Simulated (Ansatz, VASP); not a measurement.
**Al in VASP and in Ansatz**

```
Al
1.0
     0.00000   -1.99136   -1.99136
    -1.99136    0.00000   -1.99136
     1.99136    1.99136   -3.98273
Al
2
Direct
  0.49239 0.49239 0.52283
  0.00761 0.00761 0.97717
```

Change from the starting cell: mode 6 (347.1 1/cm) frozen in, largest displacement +0.105 Å.

Alike in both runs: task single point; functional PBE; dispersion D3(BJ); k mesh 24 × 24 × 24; occupations gaussian, width 0.15 eV; no spin polarisation.

```csv
,VASP,Ansatz
version,VASP 6.6.1,Ansatz 0.2.0
potentials or method,"VASP PAW PBE potentials, release 64 (Al), cutoff 520 eV","scalar-relativistic, plane waves, PAW"
valence electrons in the cell,6,6
```

|  | VASP | Ansatz | Ansatz less VASP |
| --- | --- | --- | --- |
| gap on the k mesh at the Fermi level (eV) | none | none | - |
| pressure (GPa) | 2.0 | 2.0 | +0.03 |
| traceless stress, the component that is largest in VASP (GPa) | 0.62 | 0.62 | -0.002 |
| rms of the force components (eV/Å) | 0.757 | 0.757 | +0.0001 |

Atom by atom the forces differ by 0.000 eV/Å (rms over components). A gap of «none» marks a metal or a gap that the smearing closes.
